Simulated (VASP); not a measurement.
# Cr (Fd-3m) in VASP: single point with PBE

Aim: the single point of Cr with PBE.

Everything below comes from runs of VASP 6.6.1. Logs are shortened: lines on timing, memory, paths and dates and some standing lists are left out, and cuts for length are marked.

## (1) The cell of the first run

It takes space group Fd-3m (No. 227, cubic). Conventional cell: a = 5.106 Å, b = 5.106 Å, c = 5.106 Å, α = 90.00°, β = 90.00°, γ = 90.00°. Within 2.9 Å of Cr (site symmetry -43m) lie 4 Cr at 2.21 Å.

## (2) Single point, PBE

INCAR reads:

```
ALGO = Normal
EDIFF = 1E-6
ENCUT = 500
GGA = PE
GGA_COMPAT = F
ISIF = 2
ISMEAR = -1
LASPH = T
LCHARG = F
LREAL = F
LWAVE = F
NBANDS = 19
NELM = 120
PREC = Accurate
SIGMA = 0.13605693000000002
```

KPOINTS reads:

```
k-points
0
Gamma
  9 9 9
```

POSCAR reads:

```
Cr
1.0
    0.0000000000      2.5530017195      2.5530017195
    2.5530017195      0.0000000000      2.5530017195
    2.5530017195      2.5530017195      0.0000000000
Cr
2
Direct
    0.0000000000      0.0000000000      0.0000000000
    0.2500000000      0.2500000000      0.2500000000
```

Potentials or basis: VASP PAW PBE potentials, release 64 (Cr_pv).

Launch:

```bash
> cat potpaw_PBE.64/Cr_pv/POTCAR > POTCAR
> mpirun -np 1 vasp_std > vasp.out
```

OUTCAR:

```text
EDIFF = 1E-6
   ENCUT = 500
   GGA = PE
   ISIF = 2
   ISMEAR = -1
   LASPH = T
   LREAL = F
   NELM = 120
   PREC = Accurate

 ion  position               nearest neighbor table
   1  0.000  0.000  0.000-   2 2.21   2 2.21   2 2.21   2 2.21
   2  0.250  0.250  0.250-   1 2.21   1 2.21   1 2.21   1 2.21

  LATTYP: Found a face centered cubic cell.
 ALAT       =     5.1060034390

  Lattice vectors:

 A1 = (   0.0000000000,   2.5530017195,   2.5530017195)
 A2 = (   2.5530017195,   0.0000000000,   2.5530017195)
 A3 = (   2.5530017195,   2.5530017195,   0.0000000000)

Analysis of symmetry for initial positions (statically):
=====================================================================
 Subroutine PRICEL returns:
 Original cell was already a primitive cell.

 Routine SETGRP: Setting up the symmetry group for a
 face centered cubic supercell.

 Subroutine GETGRP returns: Found 48 space group operations
 (whereof 24 operations were pure point group operations)
 out of a pool of 48 trial point group operations.

The static configuration has the point symmetry T_d .
 The point group associated with its full space group is O_h .

Analysis of symmetry for dynamics (positions and initial velocities):
=====================================================================
 Subroutine PRICEL returns:
 Original cell was already a primitive cell.

 Routine SETGRP: Setting up the symmetry group for a
 face centered cubic supercell.

 Subroutine GETGRP returns: Found 48 space group operations
 (whereof 24 operations were pure point group operations)
 out of a pool of 48 trial point group operations.

The dynamic configuration has the point symmetry T_d .
 The point group associated with its full space group is O_h .

 Subroutine INISYM returns: Found 48 space group operations
 (whereof 24 operations are pure point group operations),
 and found     1 'primitive' translations

----------------------------------------------------------------------------------------

                                     Primitive cell

  volume of cell :      33.2800

  direct lattice vectors                    reciprocal lattice vectors
     0.000000000  2.553001720  2.553001720    -0.195847890  0.195847890  0.195847890
     2.553001720  0.000000000  2.553001720     0.195847890 -0.195847890  0.195847890
     2.553001720  2.553001720  0.000000000     0.195847890  0.195847890 -0.195847890

  length of vectors
     3.610489656  3.610489656  3.610489656     0.339218496  0.339218496  0.339218496

  position of ions in fractional coordinates (direct lattice)
     0.000000000  0.000000000  0.000000000
     0.250000000  0.250000000  0.250000000

  ion indices of the primitive-cell ions
   primitive index   ion index
                 1           1
                 2           2

----------------------------------------------------------------------------------------

 KPOINTS: k-points

Automatic generation of k-mesh.
 Grid dimensions read from file:
 generate k-points for:    9    9    9

 Generating k-lattice:

  Cartesian coordinates                     Fractional coordinates (reciprocal lattice)
    -0.021760877  0.021760877  0.021760877     0.111111111  0.000000000  0.000000000
     0.021760877 -0.021760877  0.021760877     0.000000000  0.111111111  0.000000000
     0.021760877  0.021760877 -0.021760877     0.000000000  0.000000000  0.111111111

  Length of vectors
     0.037690944  0.037690944  0.037690944

  Shift w.r.t. Gamma in fractional coordinates (k-lattice)
     0.000000000  0.000000000  0.000000000

 Subroutine IBZKPT returns following result:
 ===========================================

 Found     35 irreducible k-points:

 Following reciprocal coordinates:
            Coordinates               Weight
  0.000000  0.000000  0.000000      1.000000
  0.111111  0.000000  0.000000      8.000000
  0.222222  0.000000  0.000000      8.000000
  0.333333  0.000000  0.000000      8.000000
  0.444444  0.000000  0.000000      8.000000
  0.111111  0.111111  0.000000      6.000000
[... 16 lines left out ...]
 -0.333333  0.333333  0.000000     12.000000
  0.444444  0.444444  0.000000      6.000000
 [... further k-points ...]
   k-points           NKPTS =     35   k-points in BZ     NKDIM =     35   number of bands    NBANDS=     19
   number of dos      NEDOS =    301   number of ions     NIONS =      2
   total plane-waves  NPLWV =  21952
   dimension x,y,z NGX =    28 NGY =   28 NGZ =   28
   dimension x,y,z NGXF=    56 NGYF=   56 NGZF=   56
   ions per type =               2
   NGX,Y,Z   is equivalent  to a cutoff of  12.89, 12.89, 12.89 a.u.
   NGXF,Y,Z  is equivalent  to a cutoff of  25.79, 25.79, 25.79 a.u.
 SYSTEM =  unknown system
   PREC   = accura    normal or accurate (medium, high low for compatibility)
   ISTART =      0    job   : 0-new  1-cont  2-samecut
   ICHARG =      2    charge: 1-file 2-atom 10-const
   ISPIN  =      1    spin polarized calculation?
   LNONCOLLINEAR =      F non collinear calculations
   LSORBIT =      F    spin-orbit coupling
   LASPH  =      T    aspherical Exc in radial PAW
   ENCUT  =  500.0 eV  36.75 Ry    6.06 a.u.   6.58  6.58  6.58*2*pi/ulx,y,z
   NELM   =    120;   NELMIN=  2; NELMDL= -5     # of ELM steps
   EDIFF  = 0.1E-05   stopping-criterion for ELM
   LREAL  =      F    real-space projection
   EDIFFG = 0.1E-04   stopping-criterion for IOM
   NSW    =      0    number of steps for IOM
   IBRION =     -1    ionic relax: 0-MD 1-quasi-New 2-CG
   NFREE  =      0    steps in history (QN), initial steepest desc. (CG)
   ISIF   =      2    stress and relaxation
   ISYM   =      2    0-nonsym 1-usesym 2-fastsym
   POTIM  = 0.5000    time-step for ionic-motion
   TEBEG  =    0.0;   TEEND  =   0.0 temperature during run
   PSTRESS=    0.0 pullay stress
   NELECT =      24.0000    total number of electrons
   NUPDOWN=      -1.0000    fix difference up-down
   EMIN   =  10.00;   EMAX   =-10.00  energy-range for DOS
   EFERMI =   0.00;   METHOD = LEGACY
   ISMEAR =    -1;   SIGMA  =   0.14  broadening in eV -4-tet -1-fermi 0-gaus
   EFERMI_NEDOS =   21; number of points for ismear=-14 and -15
   IALGO  =     38    algorithm
   IMIX   =      4    mixing-type and parameters
     AMIX     =   0.40;   BMIX     =  1.00
     AMIX_MAG =   1.60;   BMIX_MAG =  1.00
  volume/ion in A,a.u.               =      16.64       112.29
  Fermi-wavevector in a.u.,A,eV,Ry     =   1.468084  2.774276 29.324224  2.155270
  Thomas-Fermi vector in A             =   2.583624
   LORBIT       =      0    0 simple, 1 ext, 2 COOP (PROOUT), +10 PAW based schemes
   GGA     = PE    functional components
   LHFCALC =     F    Hartree Fock is set to
   AEXX    =    0.0000 exact exchange contribution
   IVDW    =     0    specifies the selected vdW correction
   LEPSILON=     F    determine dielectric tensor
   LRPA    =     F    only Hartree local field effects (RPA)
 non-spin polarized calculation
  energy-cutoff  :      500.00
  volume of cell :       33.28
 maximum number of plane-waves:       869
   NGX = 13   NGY = 13   NGZ = 13

 number of electron      24.0000007 magnetization

 Free energy of the ion-electron system (eV)
  ---------------------------------------------------
  ext. energy  EPLUGINS =         0.00000000
  ---------------------------------------------------
  free energy    TOTEN  =       -14.84397071 eV

  energy without entropy =      -14.59483364  energy(sigma->0) =      -14.71940218

 E-fermi :   6.1983     XC(G=0): -11.2940

 val. band max:        6.1588884367   @ k =   0.3333   0.1111   0.0000
 cond. band min:       6.2150394265   @ k =   0.3333   0.2222   0.0000
 fundamental gap:      0.0561509898
 Fermi energy:         6.1983315813

 k-point     1 :       0.0000    0.0000    0.0000
  band No.  band energies     occupation
      1     -36.4514      2.00000
      2     -36.4514      2.00000
      3     -36.4514      2.00000
      4     -35.6631      2.00000
      5     -35.6631      2.00000
      6     -35.6631      2.00000
[... 11 lines left out ...]
     18      14.5571      0.00000
     19      14.5581      0.00000

 k-point     2 :       0.1111    0.0000    0.0000
  band No.  band energies     occupation
      1     -36.4637      2.00000
      2     -36.4637      2.00000
      3     -36.4517      2.00000
      4     -35.6654      2.00000
      5     -35.6507      2.00000
      6     -35.6507      2.00000
[... 11 lines left out ...]
     18      14.5571      0.00000
     19      14.5580      0.00000

 k-point     3 :       0.2222    0.0000    0.0000
  band No.  band energies     occupation
      1     -36.4931      2.00000
      2     -36.4931      2.00000
      3     -36.4532      2.00000
      4     -35.6703      2.00000
      5     -35.6208      2.00000
      6     -35.6208      2.00000
[... 11 lines left out ...]
     18      14.5371      0.00000
     19      14.5817      0.00000

 k-point     4 :       0.3333    0.0000    0.0000
  band No.  band energies     occupation
      1     -36.5243      2.00000
      2     -36.5243      2.00000
      3     -36.4562      2.00000
      4     -35.6745      2.00000
      5     -35.5890      2.00000
      6     -35.5890      2.00000
[... 11 lines left out ...]
     18      12.1140      0.00000
     19      14.5578      0.00000

 k-point     5 :       0.4444    0.0000    0.0000
  band No.  band energies     occupation
      1     -36.5436      2.00000
      2     -36.5436      2.00000
      3     -36.4587      2.00000
      4     -35.6766      2.00000
      5     -35.5694      2.00000
      6     -35.5694      2.00000
[... 11 lines left out ...]
     18      10.4428      0.00000
     19      14.5581      0.00000

 k-point     6 :       0.1111    0.1111    0.0000
  band No.  band energies     occupation
      1     -36.4783      2.00000
      2     -36.4783      2.00000
      3     -36.4286      2.00000
      4     -35.6891      2.00000
      5     -35.6361      2.00000
      6     -35.6361      2.00000
[... 11 lines left out ...]
     18      14.5571      0.00000
     19      14.5581      0.00000

 k-point     7 :       0.2222    0.1111    0.0000
  band No.  band energies     occupation
      1     -36.5090      2.00000
      2     -36.5087      2.00000
      3     -36.4107      2.00000
      4     -35.7110      2.00000
      5     -35.6061      2.00000
      6     -35.6053      2.00000
[... 11 lines left out ...]
     18      14.5572      0.00000
     19      14.5620      0.00000

 k-point     8 :       0.3333    0.1111    0.0000
  band No.  band energies     occupation
      1     -36.5473      2.00000
      2     -36.5394      2.00000
      3     -36.3985      2.00000
      4     -35.7274      2.00000
      5     -35.5741      2.00000
      6     -35.5702      2.00000
[... 256 lines left out ...]
 k-point    20 :       0.3333    0.3333    0.0000
  band No.  band energies     occupation
      1     -36.6011      2.00000
      2     -36.6011      2.00000
      3     -36.2630      2.00000
      4     -35.8725      2.00000
      5     -35.5121      2.00000
      6     -35.5121      2.00000
[... 11 lines left out ...]
     18      13.5393      0.00000
     19      13.5393      0.00000

 k-point    21 :       0.4444    0.3333    0.0000
  band No.  band energies     occupation
      1     -36.6298      2.00000
      2     -36.6187      2.00000
      3     -36.2073      2.00000
      4     -35.9293      2.00000
      5     -35.4942      2.00000
      6     -35.4858      2.00000
[... 11 lines left out ...]
     18      11.8970      0.00000
     19      12.4409      0.00000

 k-point    22 :      -0.4444    0.3333    0.0000
  band No.  band energies     occupation
      1     -36.6557      2.00000
      2     -36.6161      2.00000
      3     -36.1773      2.00000
      4     -35.9559      2.00000
      5     -35.4966      2.00000
      6     -35.4653      2.00000
[... 11 lines left out ...]
     18      10.1398      0.00000
     19      11.4458      0.00000

 k-point    23 :      -0.3333    0.3333    0.0000
  band No.  band energies     occupation
      1     -36.6621      2.00000
      2     -36.5944      2.00000
      3     -36.2238      2.00000
      4     -35.9053      2.00000
      5     -35.5184      2.00000
      6     -35.4625      2.00000
[... 11 lines left out ...]
     18      10.6419      0.00000
     19      11.1748      0.00000

 k-point    24 :       0.4444    0.4444    0.0000
  band No.  band energies     occupation
      1     -36.6378      2.00000
      2     -36.6378      2.00000
      3     -36.1383      2.00000
      4     -36.0029      2.00000
      5     -35.4750      2.00000
      6     -35.4750      2.00000
[... 11 lines left out ...]
     18      11.1123      0.00000
     19      12.0316      0.00000

 [... further k-points ...]

------------------------ aborting loop because EDIFF is reached ----------------------------------------

  FORCE on cell =-STRESS in cart. coord.  units (eV):
  Direction    XX          YY          ZZ          XY          YZ          ZX
  --------------------------------------------------------------------------------------
  -------------------------------------------------------------------------------------
  Total        0.0163067      0.0163067      0.0163067     -0.0000000      0.0000000      0.0000000
  in kB        0.7850428      0.7850428      0.7850428     -0.0000000      0.0000000      0.0000000
  external PRESSURE =       0.7850428 kB  Pullay stress =       0.0000000 kB

 VOLUME and BASIS-vectors are now :
 -----------------------------------------------------------------------------
  energy-cutoff  :      500.00
  volume of cell :       33.28
      direct lattice vectors                 reciprocal lattice vectors
     0.000000000  2.553001720  2.553001720    -0.195847890  0.195847890  0.195847890
     2.553001720  0.000000000  2.553001720     0.195847890 -0.195847890  0.195847890
     2.553001720  2.553001720  0.000000000     0.195847890  0.195847890 -0.195847890

 POSITION                                       TOTAL-FORCE (eV/Angst)
 -----------------------------------------------------------------------------------
      0.00000      0.00000      0.00000        -0.000000     -0.000000     -0.000000
      1.27650      1.27650      1.27650         0.000000      0.000000      0.000000
 -----------------------------------------------------------------------------------
    total drift:                                0.000000      0.000000      0.000000

  FREE ENERGIE OF THE ION-ELECTRON SYSTEM (eV)
  ---------------------------------------------------
  free  energy   TOTEN  =       -14.8439707069 eV

  energy  without entropy=      -14.5948336433  energy(sigma->0) =      -14.71940218
```

Run time: 34 s. Hardware: 1 thread of Intel Xeon 8259CL, shared host; peak memory 0.16 GiB.

What came out:

```yaml
Free_energy: -14.8440 eV
Pressure: 0.1 GPa
Band_gap_on_the_k_mesh: zero (band 12 reaches 6.43 eV, above the bottom of band 13 at 5.95 eV)
```

Levels at points of the mesh, in eV from the Fermi level:
| k point | band 10 | band 11 | band 12 | band 13 | band 14 | band 15 |
| --- | --- | --- | --- | --- | --- | --- |
| (0.00, 0.00, 0.00) | -1.04 | -1.04 | -1.04 | 1.07 | 1.07 | 1.07 |

Caveat: the run has no spin polarisation, though such a crystal can be magnetic. Spin polarisation is off, so any magnetic state and its effect on volume and gap are missing.
